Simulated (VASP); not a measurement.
Ba: single point with PBE

The system is Ba.

```
Ba
1.0
     3.04881    0.00000    0.00000
     0.00000    3.04881    0.00000
     0.00000    0.00000    3.04881
Ba
1
Direct
  0.00000 0.00000 0.00000
```

This isn't the form of Ba at room conditions, which is bcc.

```
Program                : VASP 6.6.1
Task                   : single point
Functional             : PBE
Potentials or basis    : VASP PAW PBE potentials, release 64 (Ba_sv)
Cutoff                 : 520 eV
k mesh                 : 11 × 11 × 11
Occupations            : fermi-dirac, width 0.1 eV
Spin                   : no spin polarisation
Dipole correction      : no
Further INCAR settings : ALGO = Normal; EDIFF = 1e-06; NBANDS = 11
```

- Pressure: 25.1 GPa
- Band gap on the k mesh: zero (bands 5 and 6 overlap by 2.47 eV)

Levels at points of the mesh, in eV from the Fermi level:
| k point | band 1 | band 2 | band 3 | band 4 | band 5 | band 6 | band 7 | band 8 | band 9 | band 10 |
| --- | --- | --- | --- | --- | --- | --- | --- | --- | --- | --- |
| (0.00, 0.00, 0.00) | -29.70 | -12.25 | -12.25 | -12.25 | -1.87 | -1.20 | -1.20 | 10.01 | 10.01 | 10.01 |

Run time: 15 s on 1 thread of Intel Xeon 8259CL, with other jobs on the host, peak memory 0.15 GiB.

Caveat: the cell stands under pressure; spin-orbit coupling is left out, which moves the levels of the heavy elements.
